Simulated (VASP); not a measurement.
# MgS (Niningerite) (Fm-3m) in VASP: further runs, part 2 of 2

VASP 6.6.1.

## 5. Single point, PBE

This run uses another cell than the first one, of 17.61 Å³/atom, 1.064 times its volume.

File INCAR:

```
PREC     = Accurate       # precision mode
ENCUT    = 520            # plane-wave cutoff, eV
EDIFF    = 1E-6           # SCF threshold, eV
ISMEAR   = -1             # smearing method
SIGMA    = 0.03           # smearing width, eV
LREAL    = F              # projectors in reciprocal space
LASPH    = T              # aspherical terms in the spheres
NELM     = 100            # most SCF steps
ALGO     = Normal         # electronic algorithm
ISIF     = 2              # what is computed and relaxed
LWAVE    = F              # write WAVECAR
LCHARG   = F              # write CHGCAR
GGA      = PE             # functional
NBANDS   = 11             # bands
```

File KPOINTS:

```
regular mesh
0
Gamma
  5 5 5
```

File POSCAR:

```
MgS
1.0
    0.0000000000      2.6016500000      2.6016500000
    2.6016500000      0.0000000000      2.6016500000
    2.6016500000      2.6016500000      0.0000000000
S Mg
1 1
Direct
    0.5000000000      0.5000000000      0.5000000000
    0.0000000000      0.0000000000      0.0000000000
```

Potentials or basis: VASP PAW PBE potentials, release 64 (S, Mg).

Started as:

```console
$ cat potpaw_PBE.64/S/POTCAR potpaw_PBE.64/Mg/POTCAR > POTCAR
$ mpirun -np 1 vasp_std > vasp.out
```

OUTCAR:

```text
PREC = Accurate
   ENCUT = 520
   EDIFF = 1E-6
   ISMEAR = -1
   LREAL = F
   LASPH = T
   NELM = 100
   ISIF = 2
   GGA = PE

 ion  position               nearest neighbor table
   1  0.500  0.500  0.500-   2 2.60   2 2.60   2 2.60   2 2.60   2 2.60   2 2.60
   2  0.000  0.000  0.000-   1 2.60   1 2.60   1 2.60   1 2.60   1 2.60   1 2.60

  LATTYP: Found a face centered cubic cell.
 ALAT       =     5.2033000000

  Lattice vectors:

 A1 = (   0.0000000000,   2.6016500000,   2.6016500000)
 A2 = (   2.6016500000,   0.0000000000,   2.6016500000)
 A3 = (   2.6016500000,   2.6016500000,   0.0000000000)

Analysis of symmetry for initial positions (statically):
[... 33 lines left out ...]
                                     Primitive cell

  volume of cell :      35.2190

  direct lattice vectors                    reciprocal lattice vectors
     0.000000000  2.601650000  2.601650000    -0.192185728  0.192185728  0.192185728
     2.601650000  0.000000000  2.601650000     0.192185728 -0.192185728  0.192185728
     2.601650000  2.601650000  0.000000000     0.192185728  0.192185728 -0.192185728

  length of vectors
     3.679288715  3.679288715  3.679288715     0.332875446  0.332875446  0.332875446

  position of ions in fractional coordinates (direct lattice)
[... 8 lines left out ...]
----------------------------------------------------------------------------------------

 KPOINTS: regular mesh

Automatic generation of k-mesh.
 Grid dimensions read from file:
 generate k-points for:    5    5    5

 Generating k-lattice:

  Cartesian coordinates                     Fractional coordinates (reciprocal lattice)
    -0.038437146  0.038437146  0.038437146     0.200000000  0.000000000  0.000000000
     0.038437146 -0.038437146  0.038437146     0.000000000  0.200000000  0.000000000
     0.038437146  0.038437146 -0.038437146     0.000000000  0.000000000  0.200000000

  Length of vectors
     0.066575089  0.066575089  0.066575089

  Shift w.r.t. Gamma in fractional coordinates (k-lattice)
     0.000000000  0.000000000  0.000000000
[... 59 lines left out ...]
  Thomas-Fermi vector in A             =   2.131131
   LORBIT       =      0    0 simple, 1 ext, 2 COOP (PROOUT), +10 PAW based schemes
   GGA     = PE    functional components
   LHFCALC =     F    Hartree Fock is set to
   AEXX    =    0.0000 exact exchange contribution
   IVDW    =     0    specifies the selected vdW correction
   LEPSILON=     F    determine dielectric tensor
   LRPA    =     F    only Hartree local field effects (RPA)
 non-spin polarized calculation
  energy-cutoff  :      520.00
  volume of cell :       35.22
 maximum number of plane-waves:       962
   NGX = 13   NGY = 13   NGZ = 13

 number of electron       8.0000000 magnetization

 Free energy of the ion-electron system (eV)
  ---------------------------------------------------
  ext. energy  EPLUGINS =         0.00000000
  ---------------------------------------------------
  free energy    TOTEN  =        -8.49088642 eV

  energy without entropy =       -8.49088642  energy(sigma->0) =       -8.49088642

 E-fermi :   4.4314     XC(G=0):  -9.6859

 val. band max:        3.7333927394   @ k =   0.0000   0.0000   0.0000
 cond. band min:       6.9165298836   @ k =   0.4000   0.4000   0.0000
 fundamental gap:      3.1831371442
 Fermi energy:         4.4314103412

 k-point     1 :       0.0000    0.0000    0.0000
  band No.  band energies     occupation
      1      -8.9338      2.00000
      2       3.7334      2.00000
      3       3.7334      2.00000
      4       3.7334      2.00000
      5       7.4402      0.00000
      6      11.6827      0.00000
      7      11.6827      0.00000
      8      11.6827      0.00000
      9      14.0781      0.00000
     10      14.0781      0.00000
     11      16.2665      0.00000
[... 113 lines left out ...]
 k-point    10 :      -0.4000    0.4000    0.2000
  band No.  band energies     occupation
      1      -7.3410      2.00000
      2       0.0024      2.00000
      3       1.0318      2.00000
      4       1.9638      2.00000
      5       8.8692      0.00000
      6      10.7398      0.00000
      7      11.2385      0.00000
      8      13.5846      0.00000
      9      16.5345      0.00000
     10      17.4120      0.00000
     11      20.1432      0.00000

------------------------ aborting loop because EDIFF is reached ----------------------------------------

  FORCE on cell =-STRESS in cart. coord.  units (eV):
  Direction    XX          YY          ZZ          XY          YZ          ZX
  --------------------------------------------------------------------------------------
  -------------------------------------------------------------------------------------
  Total        0.2098806      0.2098806      0.2098806      0.0000000      0.0000000      0.0000000
  in kB        9.5478664      9.5478664      9.5478664      0.0000000      0.0000000      0.0000000
  external PRESSURE =       9.5478664 kB  Pullay stress =       0.0000000 kB

 VOLUME and BASIS-vectors are now :
 -----------------------------------------------------------------------------
  energy-cutoff  :      520.00
  volume of cell :       35.22
      direct lattice vectors                 reciprocal lattice vectors
     0.000000000  2.601650000  2.601650000    -0.192185728  0.192185728  0.192185728
     2.601650000  0.000000000  2.601650000     0.192185728 -0.192185728  0.192185728
     2.601650000  2.601650000  0.000000000     0.192185728  0.192185728 -0.192185728

 POSITION                                       TOTAL-FORCE (eV/Angst)
 -----------------------------------------------------------------------------------
      2.60165      2.60165      2.60165         0.000000     -0.000000      0.000000
      0.00000      0.00000      0.00000        -0.000000      0.000000     -0.000000
 -----------------------------------------------------------------------------------
    total drift:                                0.000000      0.000000      0.000000

  FREE ENERGIE OF THE ION-ELECTRON SYSTEM (eV)
  ---------------------------------------------------
  free  energy   TOTEN  =        -8.4908864158 eV

  energy  without entropy=       -8.4908864158  energy(sigma->0) =       -8.49088642
```

Run time: 4.9 s. Hardware: 1 thread of Intel Xeon Platinum 8488C (Sapphire Rapids), shared host; peak memory 0.15 GiB.

What came out:

| Quantity | Value |
| --- | --- |
| Free energy | -8.4909 eV |
| Pressure | 1.0 GPa |
| Band gap on the k mesh | 3.18 eV, indirect (least direct gap 3.71 eV) |

Levels at points of the mesh, in eV from the valence-band top:
| k point | band 2 | band 3 | band 4 | band 5 | band 6 | band 7 |
| --- | --- | --- | --- | --- | --- | --- |
| (0.00, 0.00, 0.00) | 0.00 | 0.00 | 0.00 | 3.71 | 7.95 | 7.95 |

A k mesh can miss the band edges. PBE gaps usually lie below the measured ones, often by a third to a half.

## 6. Single point, PBE

This run uses another cell than the first one, of 17.61 Å³/atom, 1.064 times its volume.

File INCAR:

```
SYSTEM = MgS
  PREC = Accurate
  ENCUT = 520
  EDIFF = 1E-6
  ISMEAR = 0
  SIGMA = 0.01
  LREAL = .FALSE.
  LASPH = .TRUE.
  NELM = 100
  ALGO = Normal
  ISIF = 2
  LWAVE = .FALSE.
  LCHARG = .FALSE.
  GGA = PE
  NBANDS = 11
```

File KPOINTS:

```
Automatic mesh
0
G
  9 9 9
  0 0 0
```

POSCAR is that of step 5.

Potentials or basis: VASP PAW PBE potentials, release 64 (S, Mg).

Started as:

```console
$ cat potpaw_PBE.64/S/POTCAR potpaw_PBE.64/Mg/POTCAR > POTCAR
$ mpirun -np 1 vasp_std > vasp.out
```

Wall time 10 s (1 thread of Intel Xeon Platinum 8488C (Sapphire Rapids), shared host); peak memory 0.16 GiB.

The run converged. Its results:

| Item | Value |
| --- | --- |
| Free energy | -8.5020 eV |
| Pressure | 0.9 GPa |
| Band gap on the k mesh | 2.91 eV, indirect (least direct gap 3.71 eV) |

Levels at points of the mesh, in eV from the valence-band top:
| k point | band 1 | band 2 | band 3 | band 4 | band 5 | band 6 | band 7 | band 8 |
| --- | --- | --- | --- | --- | --- | --- | --- | --- |
| (0.00, 0.00, 0.00) | -12.67 | 0.00 | 0.00 | 0.00 | 3.71 | 7.95 | 7.95 | 7.95 |

## 7. Summary

| level | cell | k mesh | smearing | grid for exact exchange (PRECFOCK) | screening parameter | gap on the mesh (eV) | pressure (GPa) |
| --- | --- | --- | --- | --- | --- | --- | --- |
| PBE | a = 3.604 Å, angles 60.0°, 2 atoms | 9 × 9 × 9 | fermi-dirac 0.05 eV | - | - | 3.04 | 6.4 |
| PBE | a = 3.704 Å, angles 60.0°, 2 atoms | 9 × 9 × 9 | fermi-dirac 0.05 eV | - | - | 2.86 | -0.6 |
| HSE06 | a = 3.679 Å, angles 60.0°, 2 atoms | 6 × 6 × 6 | fermi-dirac 0.05 eV | Normal | 0.2079 1/Å | 3.75 | -0.7 |
| PBE | a = 3.679 Å, angles 60.0°, 2 atoms | 5 × 5 × 5 | fermi-dirac 0.03 eV | - | - | 3.18 | 1.0 |
| PBE | a = 3.679 Å, angles 60.0°, 2 atoms | 9 × 9 × 9 | gaussian 0.01 eV | - | - | 2.91 | 0.9 |

Alike in all rows: task single point; potentials or basis VASP PAW PBE potentials, release 64 (S, Mg); no spin polarisation; cutoff (eV) 520.

Caveats: the PAW data sets were made with another functional, which shifts forces and pressure a little (some runs).

Total energies depend on the potentials used, so only differences within one code and one set of settings carry meaning.
